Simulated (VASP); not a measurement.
# GaN (F-43m) in VASP: settings compared

Aim: see how the results for GaN move with the level of theory and the settings. Levels: BLYP, r2SCAN+D3(BJ). Tasks: single point.

Everything below comes from runs of VASP 6.6.1. Logs are shortened: lines on timing, memory, paths and dates and some standing lists are left out, and cuts for length are marked.

## (1) The cell of the first run

It takes space group F-43m (No. 216, cubic). The conventional cell has a = 4.595 Å, b = 4.595 Å, c = 4.595 Å, α = 90.00°, β = 90.00°, γ = 90.00°. Within 2.6 Å of Ga (site symmetry -43m) lie 4 N at 1.99 Å. Within 2.6 Å of N (site symmetry -43m) lie 4 Ga at 1.99 Å.

## (2) Single point, BLYP

INCAR reads:

```
SYSTEM = GaN
AGGAC = 1.0
AGGAX = 1.0
ALDAC = 0.0
ALDAX = 1.0
ALGO = Normal
EDIFF = 1E-6
ENCUT = 520
GGA = B5
ISIF = 2
ISMEAR = -1
LASPH = .TRUE.
LCHARG = .TRUE.
LELF = .TRUE.
LREAL = .FALSE.
LVHAR = .TRUE.
LWAVE = .FALSE.
NBANDS = 16
NELM = 100
PREC = Accurate
SIGMA = 0.05
```

KPOINTS reads:

```
k-points
0
G
  10 10 10
  0 0 0
```

POSCAR reads:

```
GaN
1.0
    0.0000000000      2.2976981147      2.2976981147
    2.2976981147      0.0000000000      2.2976981147
    2.2976981147      2.2976981147      0.0000000000
Ga N
1 1
Direct
    0.0000000000      0.0000000000      0.0000000000
    0.2500000000      0.2500000000      0.2500000000
```

Potentials or basis: VASP PAW PBE potentials, release 64 (Ga_d, N).

Started as:

```console
> cat potpaw_PBE.64/Ga_d/POTCAR potpaw_PBE.64/N/POTCAR > POTCAR
> mpirun -np 1 vasp_std > vasp.out
```

OUTCAR:

```text
SYSTEM = GaN
   EDIFF = 1E-6
   ENCUT = 520
   GGA = B5
   ISIF = 2
   ISMEAR = -1
   LASPH = .TRUE.
   LREAL = .FALSE.
   NELM = 100
   PREC = Accurate

 ion  position               nearest neighbor table
   1  0.000  0.000  0.000-   2 1.99   2 1.99   2 1.99   2 1.99
   2  0.250  0.250  0.250-   1 1.99   1 1.99   1 1.99   1 1.99

  LATTYP: Found a face centered cubic cell.
 ALAT       =     4.5953962294

  Lattice vectors:

 A1 = (   0.0000000000,   2.2976981147,   2.2976981147)
 A2 = (   2.2976981147,   0.0000000000,   2.2976981147)
 A3 = (   2.2976981147,   2.2976981147,   0.0000000000)

Analysis of symmetry for initial positions (statically):
=====================================================================
 Subroutine PRICEL returns:
 Original cell was already a primitive cell.

 Routine SETGRP: Setting up the symmetry group for a
 face centered cubic supercell.

 Subroutine GETGRP returns: Found 24 space group operations
 (whereof 24 operations were pure point group operations)
 out of a pool of 48 trial point group operations.

The static configuration has the point symmetry T_d .

Analysis of symmetry for dynamics (positions and initial velocities):
=====================================================================
 Subroutine PRICEL returns:
 Original cell was already a primitive cell.

 Routine SETGRP: Setting up the symmetry group for a
 face centered cubic supercell.

 Subroutine GETGRP returns: Found 24 space group operations
 (whereof 24 operations were pure point group operations)
 out of a pool of 48 trial point group operations.

The dynamic configuration has the point symmetry T_d .

 Subroutine INISYM returns: Found 24 space group operations
 (whereof 24 operations are pure point group operations),
 and found     1 'primitive' translations

----------------------------------------------------------------------------------------

                                     Primitive cell

  volume of cell :      24.2610

  direct lattice vectors                    reciprocal lattice vectors
     0.000000000  2.297698115  2.297698115    -0.217609092  0.217609092  0.217609092
     2.297698115  0.000000000  2.297698115     0.217609092 -0.217609092  0.217609092
     2.297698115  2.297698115  0.000000000     0.217609092  0.217609092 -0.217609092

  length of vectors
     3.249435836  3.249435836  3.249435836     0.376910003  0.376910003  0.376910003

[... 73 lines left out ...]
   ICHARG =      2    charge: 1-file 2-atom 10-const
   ISPIN  =      1    spin polarized calculation?
   LNONCOLLINEAR =      F non collinear calculations
   LSORBIT =      F    spin-orbit coupling
   LASPH  =      T    aspherical Exc in radial PAW
   ENCUT  =  520.0 eV  38.22 Ry    6.18 a.u.   6.04  6.04  6.04*2*pi/ulx,y,z
   NELM   =    100;   NELMIN=  2; NELMDL= -5     # of ELM steps
   EDIFF  = 0.1E-05   stopping-criterion for ELM
   LREAL  =      F    real-space projection
   EDIFFG = 0.1E-04   stopping-criterion for IOM
   NSW    =      0    number of steps for IOM
   IBRION =     -1    ionic relax: 0-MD 1-quasi-New 2-CG
   NFREE  =      0    steps in history (QN), initial steepest desc. (CG)
   ISIF   =      2    stress and relaxation
   ISYM   =      2    0-nonsym 1-usesym 2-fastsym
   POTIM  = 0.5000    time-step for ionic-motion
   TEBEG  =    0.0;   TEEND  =   0.0 temperature during run
   PSTRESS=    0.0 pullay stress
   NELECT =      18.0000    total number of electrons
   NUPDOWN=      -1.0000    fix difference up-down
   EMIN   =  10.00;   EMAX   =-10.00  energy-range for DOS
   EFERMI =   0.00;   METHOD = LEGACY
   ISMEAR =    -1;   SIGMA  =   0.05  broadening in eV -4-tet -1-fermi 0-gaus
   EFERMI_NEDOS =   21; number of points for ismear=-14 and -15
   IALGO  =     38    algorithm
   IMIX   =      4    mixing-type and parameters
     AMIX     =   0.40;   BMIX     =  1.00
     AMIX_MAG =   1.60;   BMIX_MAG =  1.00
  volume/ion in A,a.u.               =      12.13        81.86
  Fermi-wavevector in a.u.,A,eV,Ry     =   1.482049  2.800667 29.884797  2.196471
  Thomas-Fermi vector in A             =   2.595884
   LORBIT       =      0    0 simple, 1 ext, 2 COOP (PROOUT), +10 PAW based schemes
   GGA     = B5    functional components
   LHFCALC =     F    Hartree Fock is set to
   AEXX    =    0.0000 exact exchange contribution
   IVDW    =     0    specifies the selected vdW correction
   LEPSILON=     F    determine dielectric tensor
   LRPA    =     F    only Hartree local field effects (RPA)
 non-spin polarized calculation
  energy-cutoff  :      520.00
  volume of cell :       24.26
 maximum number of plane-waves:       666
   NGX = 13   NGY = 13   NGZ = 13

 number of electron      17.9999986 magnetization

 Free energy of the ion-electron system (eV)
  ---------------------------------------------------
  ext. energy  EPLUGINS =         0.00000000
  ---------------------------------------------------
  free energy    TOTEN  =       -11.01648765 eV

  energy without entropy =      -11.01648764  energy(sigma->0) =      -11.01648765

 E-fermi :   5.8170     XC(G=0): -10.8060

 val. band max:        5.0586100554   @ k =   0.0000   0.0000   0.0000
 cond. band min:       6.4819764121   @ k =   0.0000   0.0000   0.0000
 fundamental gap:      1.4233663568
 Fermi energy:         5.8170080553

 k-point     1 :       0.0000    0.0000    0.0000
  band No.  band energies     occupation
      1     -10.3140      2.00000
      2      -8.4505      2.00000
      3      -8.4505      2.00000
      4      -8.4505      2.00000
      5      -8.1901      2.00000
      6      -8.1901      2.00000
[... 433 lines left out ...]
      3      -8.2652      2.00000
      4      -8.2648      2.00000
      5      -8.1393      2.00000
      6      -7.1108      2.00000
[... 8 lines left out ...]
     15      26.6069      0.00000
     16      26.9875      0.00000

 [... further k-points ...]
[... 5 lines left out ...]
  --------------------------------------------------------------------------------------
  -------------------------------------------------------------------------------------
  Total        0.2102250      0.2102250      0.2102250      0.0000000      0.0000000      0.0000000
  in kB       13.8830897     13.8830897     13.8830897      0.0000000      0.0000000      0.0000000
  external PRESSURE =      13.8830897 kB  Pullay stress =       0.0000000 kB

 VOLUME and BASIS-vectors are now :
 -----------------------------------------------------------------------------
  energy-cutoff  :      520.00
  volume of cell :       24.26
      direct lattice vectors                 reciprocal lattice vectors
     0.000000000  2.297698115  2.297698115    -0.217609092  0.217609092  0.217609092
     2.297698115  0.000000000  2.297698115     0.217609092 -0.217609092  0.217609092
     2.297698115  2.297698115  0.000000000     0.217609092  0.217609092 -0.217609092

 POSITION                                       TOTAL-FORCE (eV/Angst)
 -----------------------------------------------------------------------------------
      0.00000      0.00000      0.00000        -0.000000     -0.000000     -0.000000
      1.14885      1.14885      1.14885         0.000000      0.000000      0.000000
 -----------------------------------------------------------------------------------
    total drift:                                0.000002      0.000002      0.000002

  FREE ENERGIE OF THE ION-ELECTRON SYSTEM (eV)
  ---------------------------------------------------
  free  energy   TOTEN  =       -11.0164876478 eV

  energy  without entropy=      -11.0164876425  energy(sigma->0) =      -11.01648765
```

OSZICAR:

```text
N       E                     dE             d eps       ncg     rms          rms(c)
DAV:   1     0.829737089790E+02    0.82974E+02   -0.92580E+03  1680   0.200E+03
DAV:   2    -0.730107153701E+01   -0.90275E+02   -0.84679E+02  1696   0.327E+02
DAV:   3    -0.132717819575E+02   -0.59707E+01   -0.59470E+01  1792   0.707E+01
DAV:   4    -0.133409514055E+02   -0.69169E-01   -0.69162E-01  1848   0.832E+00
DAV:   5    -0.133419969183E+02   -0.10455E-02   -0.10455E-02  1816   0.921E-01    0.833E+00
DAV:   6    -0.110301749731E+02    0.23118E+01   -0.62794E+00  2256   0.421E+01    0.273E+00
DAV:   7    -0.110283107239E+02    0.18642E-02   -0.36944E-01  1632   0.801E+00    0.177E+00
DAV:   8    -0.110231805157E+02    0.51302E-02   -0.98161E-02  1760   0.370E+00    0.105E+00
DAV:   9    -0.110161623391E+02    0.70182E-02   -0.16867E-02  2272   0.266E+00    0.335E-01
DAV:  10    -0.110165899448E+02   -0.42761E-03   -0.15436E-03  1632   0.412E-01    0.146E-01
DAV:  11    -0.110164844417E+02    0.10550E-03   -0.31838E-04  2400   0.366E-01    0.234E-02
DAV:  12    -0.110164881421E+02   -0.37004E-05   -0.33922E-05  1672   0.515E-02    0.140E-02
DAV:  13    -0.110164876478E+02    0.49429E-06   -0.85703E-07  1392   0.119E-02
   1 F= -.11016488E+02 E0= -.11016488E+02  d E =-.531024E-08
```

stdout:

```text
POSCAR found type information on POSCAR GaN
 POSCAR found :  2 types and       2 ions
 scaLAPACK will be used
 -----------------------------------------------------------------------------
|                                                                             |
|                                                                             |
|     You enforced a specific xc type in the INCAR file but a different       |
|     I HOPE YOU KNOW WHAT YOU ARE DOING!                                     |
|                                                                             |
 -----------------------------------------------------------------------------

 LDA part: xc-table for (Slater(with rela. corr.)+VWN5), standard interpolation
 POSCAR, INCAR and KPOINTS ok, starting setup
 FFT: planning ... GRIDC
 FFT: planning ... GRID_SOFT
 FFT: planning ... GRID
 WAVECAR not read
 entering main loop
```

It took 20 s on 1 thread of Intel Xeon 6975P-C, shared host; peak memory 0.14 GiB.

Results:

```
Free energy            : -11.0165 eV
Pressure               : 1.4 GPa
Band gap on the k mesh : 1.42 eV, direct
```

Levels at points of the mesh, in eV from the valence-band top:
| k point | band 5 | band 6 | band 7 | band 8 | band 9 | band 10 | band 11 | band 12 | band 13 | band 14 |
| --- | --- | --- | --- | --- | --- | --- | --- | --- | --- | --- |
| (0.00, 0.00, 0.00) | -13.25 | -13.25 | 0.00 | 0.00 | 0.00 | 1.42 | 9.94 | 9.94 | 9.94 | 17.06 |
| (0.50, 0.00, 0.00) | -13.21 | -11.92 | -6.60 | -0.89 | -0.89 | 4.26 | 8.56 | 10.11 | 10.11 | 15.44 |
| (0.50, 0.50, 0.00) | -13.18 | -11.46 | -5.87 | -2.48 | -2.48 | 3.57 | 6.31 | 11.47 | 13.31 | 13.31 |

Caveat: the PAW data sets were made with another functional, which shifts forces and pressure a little.

## (3) Single point, r2SCAN+D3(BJ)

This run uses another cell than the first one, of 10.76 Å³/atom, 0.887 times its volume.

POSCAR reads:

```
GaN
1.0
    0.0000000000      2.2074978911      2.2074978911
    2.2074978911      0.0000000000      2.2074978911
    2.2074978911      2.2074978911      0.0000000000
Ga N
1 1
Direct
    0.0000000000      0.0000000000      0.0000000000
    0.2500000000      0.2500000000      0.2500000000
```

INCAR.step1 reads:

```
PREC = Accurate ; ENCUT = 520
ISMEAR = -1 ; SIGMA = 0.05
LREAL = False ; LASPH = True
NELM = 100 ; NBANDS = 16
GGA = PE ; ALGO = Normal
EDIFF = 1E-4 ; LWAVE = True
LCHARG = False
```

INCAR.step2 reads:

```
PREC = Accurate ; ENCUT = 520
EDIFF = 1E-6 ; ISMEAR = -1
SIGMA = 0.05 ; LREAL = False
LASPH = True ; NELM = 100
ALGO = Normal ; ISIF = 2
LWAVE = False ; LCHARG = True
METAGGA = R2SCAN ; LMIXTAU = True
IVDW = 12 ; VDW_S6 = 1.0
VDW_S8 = 0.78981345 ; VDW_A1 = 0.49484001
VDW_A2 = 5.73083694 ; LELF = True
LVHAR = True ; NBANDS = 16
ISTART = 1
```

KPOINTS reads:

```
Automatic mesh
0
Gamma
  10 10 10
```

Potentials or basis: VASP PAW PBE potentials, release 64 (Ga_d, N).

Started as:

```console
> cat potpaw_PBE.64/Ga_d/POTCAR potpaw_PBE.64/N/POTCAR > POTCAR
> cp INCAR.step1 INCAR
> mpirun -np 1 vasp_std > vasp.out
> cp INCAR.step2 INCAR
> mpirun -np 1 vasp_std > vasp.out
```

OUTCAR:

```text
PREC = Accurate
   ENCUT = 520
   EDIFF = 1E-6
   ISMEAR = -1
   LREAL = False
   LASPH = True
   NELM = 100
   ISIF = 2
   METAGGA = R2SCAN
   IVDW = 12
   ISTART = 1
 IVDW          = 12

 ion  position               nearest neighbor table
   1  0.000  0.000  0.000-   2 1.91   2 1.91   2 1.91   2 1.91
   2  0.250  0.250  0.250-   1 1.91   1 1.91   1 1.91   1 1.91

  LATTYP: Found a face centered cubic cell.
 ALAT       =     4.4149957822

  Lattice vectors:

 A1 = (   0.0000000000,   2.2074978911,   2.2074978911)
 A2 = (   2.2074978911,   0.0000000000,   2.2074978911)
 A3 = (   2.2074978911,   2.2074978911,   0.0000000000)

Analysis of symmetry for initial positions (statically):
=====================================================================
 Subroutine PRICEL returns:
 Original cell was already a primitive cell.

 Routine SETGRP: Setting up the symmetry group for a
 face centered cubic supercell.

 Subroutine GETGRP returns: Found 24 space group operations
 (whereof 24 operations were pure point group operations)
 out of a pool of 48 trial point group operations.

The static configuration has the point symmetry T_d .

Analysis of symmetry for dynamics (positions and initial velocities):
=====================================================================
 Subroutine PRICEL returns:
 Original cell was already a primitive cell.

 Routine SETGRP: Setting up the symmetry group for a
 face centered cubic supercell.

 Subroutine GETGRP returns: Found 24 space group operations
 (whereof 24 operations were pure point group operations)
 out of a pool of 48 trial point group operations.

The dynamic configuration has the point symmetry T_d .

 Subroutine INISYM returns: Found 24 space group operations
 (whereof 24 operations are pure point group operations),
 and found     1 'primitive' translations

----------------------------------------------------------------------------------------

[... 111 lines left out ...]
     AMIX     =   0.40;   BMIX     =  1.00
     AMIX_MAG =   1.60;   BMIX_MAG =  1.00
  volume/ion in A,a.u.               =      10.76        72.59
  Fermi-wavevector in a.u.,A,eV,Ry     =   1.542607  2.915105 32.376929  2.379637
  Thomas-Fermi vector in A             =   2.648388
   LORBIT       =      0    0 simple, 1 ext, 2 COOP (PROOUT), +10 PAW based schemes
   METAGGA = R2SCAN    functional components
   LHFCALC =     F    Hartree Fock is set to
   AEXX    =    0.0000 exact exchange contribution
   IVDW    =    12    specifies the selected vdW correction
   LEPSILON=     F    determine dielectric tensor
   LRPA    =     F    only Hartree local field effects (RPA)
 non-spin polarized calculation
  energy-cutoff  :      520.00
  volume of cell :       21.51
 maximum number of plane-waves:       589
   NGX = 11   NGY = 11   NGZ = 11

 number of electron      18.0000008 magnetization

 Free energy of the ion-electron system (eV)
  ---------------------------------------------------
  ext. energy  EPLUGINS =         0.00000000
  ---------------------------------------------------
  free energy    TOTEN  =       -21.84081467 eV

  energy without entropy =      -21.84081467  energy(sigma->0) =      -21.84081467

 E-fermi :   6.7132     XC(G=0): -13.0039

 val. band max:        5.7134606617   @ k =   0.0000   0.0000   0.0000
 cond. band min:       8.2447505429   @ k =   0.0000   0.0000   0.0000
 fundamental gap:      2.5312898812
 Fermi energy:         6.7131974604

 k-point     1 :       0.0000    0.0000    0.0000
  band No.  band energies     occupation
      1     -11.5726      2.00000
      2      -8.1826      2.00000
      3      -8.1826      2.00000
      4      -8.1826      2.00000
      5      -7.7586      2.00000
      6      -7.7586      2.00000
[... 433 lines left out ...]
      3      -7.9001      2.00000
      4      -7.8977      2.00000
      5      -7.6853      2.00000
      6      -6.9902      2.00000
[... 8 lines left out ...]
     15      29.7100      0.00000
     16      30.1317      0.00000

 [... further k-points ...]

------------------------ aborting loop because EDIFF is reached ----------------------------------------

 Edisp (eV)   -0.25478

 E8    (eV) :    -0.0802

  FORCE on cell =-STRESS in cart. coord.  units (eV):
  Direction    XX          YY          ZZ          XY          YZ          ZX
  --------------------------------------------------------------------------------------
  -------------------------------------------------------------------------------------
  Total       1.57376     1.57376     1.57376     0.00000     0.00000     0.00000
  in kB     117.19776   117.19776   117.19776     0.00000     0.00000     0.00000
  external pressure =      117.20 kB  Pullay stress =        0.00 kB

 VOLUME and BASIS-vectors are now :
 -----------------------------------------------------------------------------
  energy-cutoff  :      520.00
  volume of cell :       21.51
      direct lattice vectors                 reciprocal lattice vectors
     0.000000000  2.207497891  2.207497891    -0.226500783  0.226500783  0.226500783
     2.207497891  0.000000000  2.207497891     0.226500783 -0.226500783  0.226500783
     2.207497891  2.207497891  0.000000000     0.226500783  0.226500783 -0.226500783

 POSITION                                       TOTAL-FORCE (eV/Angst)
 -----------------------------------------------------------------------------------
      0.00000      0.00000      0.00000        -0.000000      0.000000      0.000000
      1.10375      1.10375      1.10375         0.000000     -0.000000     -0.000000
 -----------------------------------------------------------------------------------
    total drift:                                0.000007      0.000007      0.000007

  FREE ENERGIE OF THE ION-ELECTRON SYSTEM (eV)
  ---------------------------------------------------
  free  energy   TOTEN  =       -22.0955958925 eV

  energy  without entropy=      -22.0955958925  energy(sigma->0) =      -22.09559589
```

OSZICAR.step1:

```text
N       E                     dE             d eps       ncg     rms          rms(c)
DAV:   1     0.771501553307E+02    0.77150E+02   -0.95068E+03  1712   0.204E+03
DAV:   2    -0.891396951936E+01   -0.86064E+02   -0.81022E+02  1672   0.321E+02
DAV:   3    -0.141019435083E+02   -0.51880E+01   -0.51723E+01  1848   0.675E+01
DAV:   4    -0.141503540725E+02   -0.48411E-01   -0.48407E-01  1752   0.699E+00
DAV:   5    -0.141510257588E+02   -0.67169E-03   -0.67168E-03  1936   0.754E-01    0.795E+00
DAV:   6    -0.120386301930E+02    0.21124E+01   -0.48421E+00  2296   0.418E+01    0.268E+00
DAV:   7    -0.120510794598E+02   -0.12449E-01   -0.35254E-01  1608   0.643E+00    0.180E+00
DAV:   8    -0.120472563566E+02    0.38231E-02   -0.47596E-02  1768   0.340E+00    0.694E-01
DAV:   9    -0.120435979911E+02    0.36584E-02   -0.14228E-02  2224   0.296E+00    0.170E-01
DAV:  10    -0.120438578061E+02   -0.25981E-03   -0.15541E-03  1856   0.596E-01    0.710E-02
DAV:  11    -0.120437651530E+02    0.92653E-04   -0.25717E-04  1528   0.247E-01
   1 F= -.12043765E+02 E0= -.12043765E+02  d E =-.324587E-10
```

Wall time 52 s (1 thread of Intel Xeon 6975P-C, shared host); peak memory 0.16 GiB.

What came out:

| Quantity | Value |
| --- | --- |
| Free energy | -22.0956 eV |
| Pressure | 11.7 GPa |
| Band gap on the k mesh | 2.53 eV, direct |
| Dispersion energy per atom | -0.127 eV |

Caveat: the PAW data sets were made with another functional, which shifts forces and pressure a little. r2SCAN opens gaps a little over a GGA but as a rule still falls short of measured ones.

[end of part 1 of 3]
